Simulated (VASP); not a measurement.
# HgPt (P4/mmm) in VASP: notebook

HgPt is run at these levels: LDA; tasks: single point, relaxation of cell and atoms.

Everything below comes from runs of VASP 6.6.1. Logs are shortened: lines on timing, memory, paths and dates and some standing lists are left out, and cuts for length are marked.

## Step 1: The cell of the first run

The structure is tetragonal, space group P4/mmm (No. 123). Conventional cell: a = 2.953 Å, b = 2.953 Å, c = 3.839 Å, α = 90.00°, β = 90.00°, γ = 90.00°. Within 3.9 Å of Hg (site symmetry 4/mmm) lie 8 Pt at 2.84 Å and 6 Hg at 2.95 to 3.84 Å. Pt (site symmetry 4/mmm) has 8 Hg at 2.84 Å and 6 Pt at 2.95 to 3.84 Å within 3.9 Å.

## Step 2: Single point, LDA

Input file INCAR:

```
ALGO = Normal
EDIFF = 1E-6
ENCUT = 500
GGA_COMPAT = F
ISIF = 2
ISMEAR = 0
LASPH = T
LCHARG = F
LREAL = F
LWAVE = F
NBANDS = 18
NELM = 120
PREC = Accurate
SIGMA = 0.1
```

Input file KPOINTS:

```
k-points
0
Gamma
  14 14 12
```

Input file POSCAR:

```
HgPt
1.0
    2.9530325930      0.0000000000      0.0000000000
    0.0000000000      2.9530325930      0.0000000000
    0.0000000000      0.0000000000      3.8386145115
Hg Pt
1 1
Direct
    0.0000000000      0.0000000000      0.0000000000
    0.5000000000      0.5000000000      0.5000000000
```

Potentials or basis: VASP PAW LDA potentials, release 64 (Hg, Pt).

Started as:

```sh
$ cat potpaw_LDA.64/Hg/POTCAR potpaw_LDA.64/Pt/POTCAR > POTCAR
$ mpirun -np 1 vasp_std > vasp.out
```

OUTCAR:

```text
EDIFF = 1E-6
   ENCUT = 500
   ISIF = 2
   ISMEAR = 0
   LASPH = T
   LREAL = F
   NELM = 120
   PREC = Accurate

 ion  position               nearest neighbor table
   1  0.000  0.000  0.000-   2 2.84   2 2.84   2 2.84   2 2.84   2 2.84   2 2.84   2 2.84   2 2.84

   2  0.500  0.500  0.500-   1 2.84   1 2.84   1 2.84   1 2.84   1 2.84   1 2.84   1 2.84   1 2.84

  LATTYP: Found a simple tetragonal cell.
 ALAT       =     2.9530325930
 C/A-ratio  =     1.2998889754

  Lattice vectors:

 A1 = (   2.9530325930,   0.0000000000,   0.0000000000)
 A2 = (   0.0000000000,   2.9530325930,   0.0000000000)
 A3 = (   0.0000000000,   0.0000000000,   3.8386145115)

Analysis of symmetry for initial positions (statically):
=====================================================================
 Subroutine PRICEL returns:
 Original cell was already a primitive cell.

 Routine SETGRP: Setting up the symmetry group for a
 simple tetragonal supercell.

 Subroutine GETGRP returns: Found 16 space group operations
 (whereof 16 operations were pure point group operations)
 out of a pool of 16 trial point group operations.

The static configuration has the point symmetry D_4h.

Analysis of symmetry for dynamics (positions and initial velocities):
=====================================================================
 Subroutine PRICEL returns:
 Original cell was already a primitive cell.

 Routine SETGRP: Setting up the symmetry group for a
 simple tetragonal supercell.

 Subroutine GETGRP returns: Found 16 space group operations
 (whereof 16 operations were pure point group operations)
 out of a pool of 16 trial point group operations.

The dynamic configuration has the point symmetry D_4h.

 Subroutine INISYM returns: Found 16 space group operations
 (whereof 16 operations are pure point group operations),
 and found     1 'primitive' translations

----------------------------------------------------------------------------------------

                                     Primitive cell

  volume of cell :      33.4743

  direct lattice vectors                    reciprocal lattice vectors
     2.953032593  0.000000000  0.000000000     0.338634935  0.000000000  0.000000000
     0.000000000  2.953032593  0.000000000     0.000000000  0.338634935  0.000000000
     0.000000000  0.000000000  3.838614511     0.000000000  0.000000000  0.260510660

  length of vectors
     2.953032593  2.953032593  3.838614511     0.338634935  0.338634935  0.260510660

  position of ions in fractional coordinates (direct lattice)
     0.000000000  0.000000000  0.000000000
     0.500000000  0.500000000  0.500000000

  ion indices of the primitive-cell ions
   primitive index   ion index
                 1           1
                 2           2

----------------------------------------------------------------------------------------

 KPOINTS: k-points

Automatic generation of k-mesh.
 Grid dimensions read from file:
 generate k-points for:   14   14   12

 Generating k-lattice:

  Cartesian coordinates                     Fractional coordinates (reciprocal lattice)
     0.024188210  0.000000000  0.000000000     0.071428571  0.000000000  0.000000000
     0.000000000  0.024188210  0.000000000     0.000000000  0.071428571  0.000000000
     0.000000000  0.000000000  0.021709222     0.000000000  0.000000000  0.083333333

  Length of vectors
     0.024188210  0.024188210  0.021709222

  Shift w.r.t. Gamma in fractional coordinates (k-lattice)
     0.000000000  0.000000000  0.000000000

 Subroutine IBZKPT returns following result:
 ===========================================

 Found    252 irreducible k-points:

 Following reciprocal coordinates:
            Coordinates               Weight
  0.000000  0.000000  0.000000      1.000000
  0.071429  0.000000  0.000000      4.000000
  0.142857  0.000000  0.000000      4.000000
  0.214286  0.000000  0.000000      4.000000
  0.285714  0.000000  0.000000      4.000000
  0.357143  0.000000  0.000000      4.000000
[... 16 lines left out ...]
  0.285714  0.214286  0.000000      8.000000
  0.357143  0.214286  0.000000      8.000000
 [... further k-points ...]
   k-points           NKPTS =    252   k-points in BZ     NKDIM =    252   number of bands    NBANDS=     18
   number of dos      NEDOS =    301   number of ions     NIONS =      2
   total plane-waves  NPLWV =  16128
   dimension x,y,z NGX =    24 NGY =   24 NGZ =   28
   dimension x,y,z NGXF=    48 NGYF=   48 NGZF=   56
   ions per type =               1   1
   NGX,Y,Z   is equivalent  to a cutoff of  13.51, 13.51, 12.13 a.u.
   NGXF,Y,Z  is equivalent  to a cutoff of  27.02, 27.02, 24.25 a.u.
 SYSTEM =  unknown system
   PREC   = accura    normal or accurate (medium, high low for compatibility)
   ISTART =      0    job   : 0-new  1-cont  2-samecut
   ICHARG =      2    charge: 1-file 2-atom 10-const
   ISPIN  =      1    spin polarized calculation?
   LNONCOLLINEAR =      F non collinear calculations
   LSORBIT =      F    spin-orbit coupling
   LASPH  =      T    aspherical Exc in radial PAW
   ENCUT  =  500.0 eV  36.75 Ry    6.06 a.u.   5.38  5.38  7.00*2*pi/ulx,y,z
   NELM   =    120;   NELMIN=  2; NELMDL= -5     # of ELM steps
   EDIFF  = 0.1E-05   stopping-criterion for ELM
   LREAL  =      F    real-space projection
   EDIFFG = 0.1E-04   stopping-criterion for IOM
   NSW    =      0    number of steps for IOM
   IBRION =     -1    ionic relax: 0-MD 1-quasi-New 2-CG
   NFREE  =      0    steps in history (QN), initial steepest desc. (CG)
   ISIF   =      2    stress and relaxation
   ISYM   =      2    0-nonsym 1-usesym 2-fastsym
   POTIM  = 0.5000    time-step for ionic-motion
   TEBEG  =    0.0;   TEEND  =   0.0 temperature during run
   PSTRESS=    0.0 pullay stress
   NELECT =      22.0000    total number of electrons
   NUPDOWN=      -1.0000    fix difference up-down
   EMIN   =  10.00;   EMAX   =-10.00  energy-range for DOS
   EFERMI =   0.00;   METHOD = LEGACY
   ISMEAR =     0;   SIGMA  =   0.10  broadening in eV -4-tet -1-fermi 0-gaus
   EFERMI_NEDOS =   21; number of points for ismear=-14 and -15
   IALGO  =     38    algorithm
   IMIX   =      4    mixing-type and parameters
     AMIX     =   0.40;   BMIX     =  1.00
     AMIX_MAG =   1.60;   BMIX_MAG =  1.00
  volume/ion in A,a.u.               =      16.74       112.95
  Fermi-wavevector in a.u.,A,eV,Ry     =   1.423351  2.689744 27.564432  2.025929
  Thomas-Fermi vector in A             =   2.543958
   LORBIT       =      0    0 simple, 1 ext, 2 COOP (PROOUT), +10 PAW based schemes
   GGA     = CA    functional components
   LHFCALC =     F    Hartree Fock is set to
   AEXX    =    0.0000 exact exchange contribution
   IVDW    =     0    specifies the selected vdW correction
   LEPSILON=     F    determine dielectric tensor
   LRPA    =     F    only Hartree local field effects (RPA)
 non-spin polarized calculation
 Gauss-broadening in eV      SIGMA  =   0.10
  energy-cutoff  :      500.00
  volume of cell :       33.47
 maximum number of plane-waves:       868
 NGX is ok and might be reduce to    24
   NGX = 11   NGY = 11   NGZ = 13

 number of electron      21.9999994 magnetization

 Free energy of the ion-electron system (eV)
  ---------------------------------------------------
  ext. energy  EPLUGINS =         0.00000000
  ---------------------------------------------------
  free energy    TOTEN  =        -8.53157058 eV

  energy without entropy =       -8.52896637  energy(sigma->0) =       -8.53026847

 E-fermi :   7.4719     XC(G=0): -13.0843

 val. band max:        7.4157430746   @ k =   0.1429   0.0000   0.2500
 cond. band min:       7.4742577815   @ k =   0.4286   0.0714   0.4167
 fundamental gap:      0.0585147070
 Fermi energy:         7.4718752646

 k-point     1 :       0.0000    0.0000    0.0000
  band No.  band energies     occupation
      1      -3.3174      2.00000
      2      -1.4381      2.00000
      3      -1.2358      2.00000
      4       0.3369      2.00000
      5       0.3369      2.00000
      6       1.0186      2.00000
[... 10 lines left out ...]
     17      23.5164      0.00000
     18      25.5423      0.00000

 k-point     2 :       0.0714    0.0000    0.0000
  band No.  band energies     occupation
      1      -3.2024      2.00000
      2      -1.3864      2.00000
      3      -1.1805      2.00000
      4       0.2948      2.00000
      5       0.3565      2.00000
      6       0.9804      2.00000
[... 10 lines left out ...]
     17      23.8379      0.00000
     18      24.9879      0.00000

 k-point     3 :       0.1429    0.0000    0.0000
  band No.  band energies     occupation
      1      -2.8686      2.00000
      2      -1.2580      2.00000
      3      -0.9975      2.00000
      4       0.1789      2.00000
      5       0.4124      2.00000
      6       0.8752      2.00000
[... 10 lines left out ...]
     17      23.5300      0.00000
     18      24.5754      0.00000

 k-point     4 :       0.2143    0.0000    0.0000
  band No.  band energies     occupation
      1      -2.3574      2.00000
      2      -1.0812      2.00000
      3      -0.6797      2.00000
      4       0.0164      2.00000
      5       0.4959      2.00000
      6       0.7271      2.00000
[... 375 lines left out ...]
      4      -0.2094      2.00000
      5       0.1877      2.00000
      6       0.5184      2.00000
[... 10 lines left out ...]
     17      23.6070      0.00000
     18      23.6210      0.00000

 k-point    23 :       0.2857    0.2143    0.0000
  band No.  band energies     occupation
      1      -1.1263      2.00000
      2      -0.4798      2.00000
      3      -0.3718      2.00000
      4      -0.1906      2.00000
      5       0.0554      2.00000
      6       0.7042      2.00000
[... 10 lines left out ...]
     17      22.3282      0.00000
     18      22.5323      0.00000

 k-point    24 :       0.3571    0.2143    0.0000
  band No.  band energies     occupation
      1      -0.9030      2.00000
      2      -0.5277      2.00000
      3      -0.4035      2.00000
      4      -0.0740      2.00000
      5      -0.0487      2.00000
      6       1.3935      2.00000
[... 10 lines left out ...]
     17      20.8946      0.00000
     18      21.2828      0.00000

 [... further k-points ...]

------------------------ aborting loop because EDIFF is reached ----------------------------------------

  FORCE on cell =-STRESS in cart. coord.  units (eV):
  Direction    XX          YY          ZZ          XY          YZ          ZX
  --------------------------------------------------------------------------------------
  -------------------------------------------------------------------------------------
  Total        0.4286312      0.4286312      0.4774917      0.0000000      0.0000000      0.0000000
  in kB       20.5155608     20.5155608     22.8541684      0.0000000      0.0000000      0.0000000
  external PRESSURE =      21.2950967 kB  Pullay stress =       0.0000000 kB

 VOLUME and BASIS-vectors are now :
 -----------------------------------------------------------------------------
  energy-cutoff  :      500.00
  volume of cell :       33.47
      direct lattice vectors                 reciprocal lattice vectors
     2.953032593  0.000000000  0.000000000     0.338634935  0.000000000  0.000000000
     0.000000000  2.953032593  0.000000000     0.000000000  0.338634935  0.000000000
     0.000000000  0.000000000  3.838614511     0.000000000  0.000000000  0.260510660

 POSITION                                       TOTAL-FORCE (eV/Angst)
 -----------------------------------------------------------------------------------
      0.00000      0.00000      0.00000         0.000000      0.000000      0.000000
      1.47652      1.47652      1.91931         0.000000      0.000000      0.000000
 -----------------------------------------------------------------------------------
    total drift:                                0.000000      0.000000     -0.000000

  FREE ENERGIE OF THE ION-ELECTRON SYSTEM (eV)
  ---------------------------------------------------
  free  energy   TOTEN  =        -8.5315705762 eV

  energy  without entropy=       -8.5289663692  energy(sigma->0) =       -8.53026847
```

Run time: 29 s. Hardware: 1 thread of Intel Xeon 6975P-C (Granite Rapids), shared host; peak memory 0.26 GiB.

Results:

* Free energy: -8.5316 eV
* Pressure: 2.1 GPa
* Band gap on the k mesh: zero (bands 11 and 12 overlap by 3.92 eV)

Levels at points of the mesh, in eV from the Fermi level:
```
           k point  band 9  band 10  band 11  band 12  band 13  band 14
(0.00, 0.00, 0.00)   -1.18    -1.18    -0.88     1.40     6.70     8.49
(0.50, 0.00, 0.00)   -3.50    -2.43    -1.75     0.86     8.74     9.83
(0.50, 0.50, 0.00)   -1.46    -0.18    -0.18     0.01     4.16     5.44
(0.00, 0.00, 0.50)   -2.45    -2.26    -2.26    -1.05    13.75    13.75
(0.50, 0.00, 0.50)   -1.57    -1.28    -1.18    -1.07     2.69     3.22
(0.50, 0.50, 0.50)   -1.72     0.01     1.74     5.24     6.03     6.03
```

Caveat: spin-orbit coupling is left out, which moves the levels of the heavy elements.

## Step 3: Relaxation of cell and atoms, LDA

This run uses another cell than the first one, of 16.88 Å³/atom.

Input file INCAR:

```
SYSTEM = HgPt
ALGO = Normal ; EDIFF = 1E-7
EDIFFG = -0.005 ; ENCUT = 500
GGA = CA ; GGA_COMPAT = .False.
IBRION = 2 ; ISIF = 3
ISMEAR = 0 ; LASPH = .True.
LCHARG = .False. ; LREAL = .False.
LWAVE = .False. ; NELM = 120
NELMIN = 4 ; NSW = 100
PREC = Accurate ; SIGMA = 0.1
```

Input file KPOINTS:

```
k-points
0
Gamma
  14 14 12
  0 0 0
```

Input file POSCAR:

```
HgPt
1.0
    2.9710000000      0.0000000000      0.0000000000
    0.0000000000      2.9710000000      0.0000000000
    0.0000000000      0.0000000000      3.8250000000
Hg Pt
1 1
Direct
    0.0000000000      0.0000000000      0.0000000000
    0.5000000000      0.5000000000      0.5000000000
```

Potentials or basis: VASP PAW LDA potentials, release 64 (Hg, Pt).

Started as:

```sh
$ cat potpaw_LDA.64/Hg/POTCAR potpaw_LDA.64/Pt/POTCAR > POTCAR
$ mpirun -np 1 vasp_std > vasp.out
```

Run time: 91 s. Hardware: 1 thread of Intel Xeon 6975P-C (Granite Rapids), shared host; peak memory 0.25 GiB.

The run converged. Its results:

- Free energy: -8.5342 eV
- Relaxed volume: 16.92 Å³/atom
- Relaxed cell: a = 2.961 Å, b = 2.961 Å, c = 3.859 Å, α = 90.00°, β = 90.00°, γ = 90.00°
- Space group after relaxing (to 0.1 Å): P4/mmm (No. 123)
- Energy gained by relaxing: 0.4 meV/atom
- Ionic steps: 5
- Pressure after relaxing: 0.0 GPa
- Band gap on the k mesh: zero (bands 11 and 12 overlap by 3.89 eV)

The path:
```tsv
step	energy change (eV)	largest force (eV/Å)	pressure (GPa)	volume (Å³)
1	0.0000	0.0000	0.45	33.76
2	0.0000	0.0000	-0.89	33.99
3	-0.0003	0.0000	-0.24	33.88
4	-0.0006	0.0000	-0.15	33.86
5	-0.0008	0.0000	-0.02	33.84
```

Final structure:
```
CELL_PARAMETERS angstrom
2.96125 0.00000 0.00000
0.00000 2.96125 0.00000
0.00000 0.00000 3.85877
ATOMIC_POSITIONS crystal
Hg 0.00000 0.00000 0.00000
Pt 0.50000 0.50000 0.50000
```

Levels at points of the mesh, in eV from the Fermi level:
```tsv
k point	band 8	band 9	band 10	band 11	band 12	band 13	band 14	band 15
(0.00, 0.00, 0.00)	-3.04	-1.16	-1.16	-0.86	1.40	6.57	8.50	8.50
(0.50, 0.00, 0.00)	-3.88	-3.48	-2.37	-1.71	0.86	8.65	9.72	10.14
(0.50, 0.50, 0.00)	-1.55	-1.44	-0.13	-0.13	0.02	4.08	5.39	9.25
(0.00, 0.00, 0.50)	-4.45	-2.42	-2.21	-2.21	-1.02	13.66	13.66	14.31
(0.50, 0.00, 0.50)	-1.93	-1.55	-1.23	-1.16	-1.05	2.63	3.17	13.50
(0.50, 0.50, 0.50)	-4.47	-1.69	0.02	1.72	5.20	5.99	5.99	6.01
```

Caveat: spin-orbit coupling is left out, which moves the levels of the heavy elements.
